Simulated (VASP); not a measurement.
# Al3O in VASP: notebook, part 2 of 2

VASP 6.6.1. Earlier steps stand in the parts before.

### 3 Relaxation of the atoms, LDA

INCAR

```
SYSTEM = Al3O
  PREC = Accurate
  ENCUT = 520
  EDIFF = 1E-6
  ISMEAR = 0
  SIGMA = 0.1
  LREAL = .False.
  LASPH = .True.
  NELM = 80
  ALGO = Normal
  ISIF = 2
  LWAVE = .False.
  LCHARG = .False.
  LDIPOL = .True.
  IDIPOL = 3
  DIPOL = 0.5 0.5 0.348
  GGA = CA
  IBRION = 2
  NSW = 36
  EDIFFG = -0.025
```

KPOINTS

```
regular mesh
0
Gamma
  12 12 1
  0 0 0
```

POSCAR

```
Al3O
1.0
    2.8168432364      0.0000000000      0.0000000000
   -1.4084216182      2.4394578012      0.0000000000
    0.0000000000      0.0000000000     20.0321727773
Al O
3 1
Selective dynamics
Direct
    0.6666666667      0.3333333333      0.1996787889  F F F
    0.3333333333      0.6666666667      0.3128097090  F F F
    0.0000000000      0.0000000000      0.4259234818  F F F
    0.3333333333      0.6666666667      0.4551698758  F F T
```

Potentials or basis: VASP PAW LDA potentials, release 64 (Al, O).

Command:

```
> cat potpaw_LDA.64/Al/POTCAR potpaw_LDA.64/O/POTCAR > POTCAR
> mpirun -np 1 vasp_std > vasp.out
```

Wall time 2.2 min (1 thread of Intel Xeon 8259CL, shared host); peak memory 0.23 GiB.

The run converged. Its results:

```
Free energy               : -22.1289 eV
Energy gained by relaxing : 48.5 meV/atom
Ionic steps               : 3
Band gap on the k mesh    : zero (an odd number of electrons rules out a gap without spin polarisation)
```

Step by step:
```
step  energy change (eV)  largest force on free atoms (eV/Å)  pressure (GPa)
   1              0.0000                              2.6171            3.70
   2             -0.1900                              0.3838            1.73
   3             -0.1942                              0.0056            1.42
```

Final structure:
```xyz
4
Lattice="2.8168 0.0000 0.0000 -1.4084 2.4395 0.0000 0.0000 0.0000 20.0322" Properties=species:S:1:pos:R:3 pbc="T T T"
Al    1.4084    0.8132    4.0000
Al    0.0000    1.6263    6.2663
Al    0.0000    0.0000    8.5322
O     0.0000    1.6263    9.2657
```

Levels at points of the mesh, in eV from the Fermi level:
| k point | band 3 | band 4 | band 5 | band 6 | band 7 | band 8 | band 9 | band 10 | band 11 |
| --- | --- | --- | --- | --- | --- | --- | --- | --- | --- |
| (0.00, 0.00, 0.00) | -8.94 | -6.37 | -5.21 | -5.21 | -3.57 | 0.34 | 3.02 | 4.19 | 4.66 |
| (0.50, 0.00, 0.00) | -6.16 | -5.99 | -4.80 | -4.41 | -2.35 | -1.75 | 0.94 | 1.68 | 4.43 |

Caveat: an odd number of electrons without spin polarisation forces a metal; a magnetic or distorted state may lie lower.

### 4 Relaxation of the atoms, LDA

INCAR

```
SYSTEM = Al3O
ALGO = Normal
DIPOL = 0.5 0.5 0.348
EDIFF = 1E-6
EDIFFG = -0.025
ENCUT = 520
IBRION = 2
IDIPOL = 3
ISIF = 2
ISMEAR = 0
LASPH = .True.
LCHARG = .False.
LDIPOL = .True.
LREAL = .False.
LWAVE = .False.
NELM = 100
NSW = 36
PREC = Accurate
SIGMA = 0.1
```

KPOINTS

```
k-points
0
Gamma
  12 12 1
  0 0 0
```

POSCAR: that of step 3 with these lines changed.

```diff
@@ -12,2 +12,2 @@
     0.0000000000      0.0000000000      0.4259234818  F F F
-    0.3333333333      0.6666666667      0.4551698758  F F T
+    0.6666666667      0.3333333333      0.4551698758  F F T
```

Potentials or basis: VASP PAW LDA potentials, release 64 (Al, O).

Command:

```
> cat potpaw_LDA.64/Al/POTCAR potpaw_LDA.64/O/POTCAR > POTCAR
> mpirun -np 1 vasp_std > vasp.out
```

OUTCAR:

```text
SYSTEM = Al3O
   EDIFF = 1E-6
   EDIFFG = -0.025
   ENCUT = 520
   IBRION = 2
   ISIF = 2
   ISMEAR = 0
   LASPH = .True.
   LREAL = .False.
   NELM = 100
   NSW = 36
   PREC = Accurate

 ion  position               nearest neighbor table
   1  0.667  0.333  0.200-   2 2.79   2 2.79   2 2.79
   2  0.333  0.667  0.313-   3 2.79   3 2.79   3 2.79   1 2.79   1 2.79   1 2.79
   3  0.000  0.000  0.426-   4 1.73   4 1.73   4 1.73   2 2.79   2 2.79   2 2.79
   4  0.667  0.333  0.455-   3 1.73   3 1.73   3 1.73

  LATTYP: Found a hexagonal cell.
 ALAT       =     2.8168432364
 C/A-ratio  =     7.1115681975

  Lattice vectors:

 A1 = (   2.8168432364,   0.0000000000,   0.0000000000)
 A2 = (  -1.4084216182,   2.4394578012,   0.0000000000)
[... 291 lines left out ...]
      3      -8.4006      2.00000
      4      -5.8110      2.00000
      5      -4.5320      2.00000
      6      -4.5320      2.00000
      7      -3.0904      2.00000
      8       0.7858      0.00000
      9       3.5332      0.00000
     10       4.7142      0.00000
     11       5.2467      0.00000
[... 240 lines left out ...]
  band No.  band energies     occupation
      1     -19.6247      2.00000
      2      -7.7390      2.00000
      3      -7.5020      2.00000
      4      -4.8595      2.00000
      5      -2.5334      2.00000
      6      -2.3199      2.00000
      7      -2.2755      2.00000
      8      -0.3888      2.00000
      9      -0.3395      2.00000
     10       1.2010      0.00000
     11       3.4533      0.00000

------------------------ aborting loop because EDIFF is reached ----------------------------------------

 vacuum level on the upper side and lower side of the slab       (xc-potential included)         0.600        -0.690

  FORCE on cell =-STRESS in cart. coord.  units (eV):
  Direction    XX          YY          ZZ          XY          YZ          ZX
  --------------------------------------------------------------------------------------
  -------------------------------------------------------------------------------------
  Total        1.8428555      1.8428555      0.4655459      0.0000000      0.0000000     -0.0000000
  in kB       21.4495321     21.4495321      5.4186243      0.0000000      0.0000000     -0.0000000
  external PRESSURE =      16.1058962 kB  Pullay stress =       0.0000000 kB
[... 19 lines left out ...]
  FREE ENERGIE OF THE ION-ELECTRON SYSTEM (eV)
  ---------------------------------------------------
  free  energy   TOTEN  =       -22.3581349001 eV

  energy  without entropy=      -22.3498754145  energy(sigma->0) =      -22.35400516

 reached required accuracy - stopping structural energy minimisation

 vacuum level on the upper side and lower side of the slab         5.479         4.218
```

OSZICAR:

```text
N       E                     dE             d eps       ncg     rms          rms(c)
DAV:   1     0.945357971484E+02    0.94536E+02   -0.55618E+03   418   0.100E+03
DAV:   2    -0.123078846471E+02   -0.10684E+03   -0.10012E+03   642   0.205E+02
DAV:   3    -0.243872252501E+02   -0.12079E+02   -0.11835E+02   487   0.823E+01
[... 44 lines left out ...]
DAV:   9    -0.223581151728E+02   -0.69399E-05   -0.19293E-06   343   0.119E-02    0.128E-03
DAV:  10    -0.223581290603E+02   -0.13887E-04   -0.18877E-06   350   0.729E-03    0.648E-04
DAV:  11    -0.223581322270E+02   -0.31667E-05   -0.28094E-07   338   0.324E-03    0.408E-04
DAV:  12    -0.223581342681E+02   -0.20412E-05   -0.21810E-07   331   0.290E-03    0.348E-04
DAV:  13    -0.223581349001E+02   -0.63198E-06   -0.80287E-08   334   0.195E-03
   3 F= -.22358135E+02 E0= -.22354005E+02  d E =-.150136E+00
```

Wall time 2.8 min (1 thread of Intel Xeon 8259CL, shared host); peak memory 0.23 GiB.

Results:

```yaml
Free_energy: -22.3581 eV
Energy_gained_by_relaxing: 37.5 meV/atom
Ionic_steps: 3
Band_gap_on_the_k_mesh: zero (an odd number of electrons rules out a gap without spin polarisation)
```

Step by step:
```csv
step,energy change (eV),largest force on free atoms (eV/Å),pressure (GPa)
1,0.0000,2.2942,3.64
2,-0.1466,0.3528,1.91
3,-0.1501,0.0018,1.61
```

Final structure:
```xyz
4
Lattice="2.8168 0.0000 0.0000 -1.4084 2.4395 0.0000 0.0000 0.0000 20.0322" Properties=species:S:1:pos:R:3 pbc="T T T"
Al    1.4084    0.8132    4.0000
Al    0.0000    1.6263    6.2663
Al    0.0000    0.0000    8.5322
O     1.4084    0.8132    9.2488
```

Levels at points of the mesh, in eV from the Fermi level:
| k point | band 3 | band 4 | band 5 | band 6 | band 7 | band 8 | band 9 | band 10 | band 11 |
| --- | --- | --- | --- | --- | --- | --- | --- | --- | --- |
| (0.00, 0.00, 0.00) | -8.63 | -6.04 | -4.76 | -4.76 | -3.32 | 0.56 | 3.30 | 4.49 | 5.02 |
| (0.50, 0.00, 0.00) | -5.61 | -5.53 | -4.54 | -4.25 | -2.43 | -1.39 | 1.27 | 1.81 | 4.76 |

Caveat: an odd number of electrons without spin polarisation forces a metal; a magnetic or distorted state may lie lower.
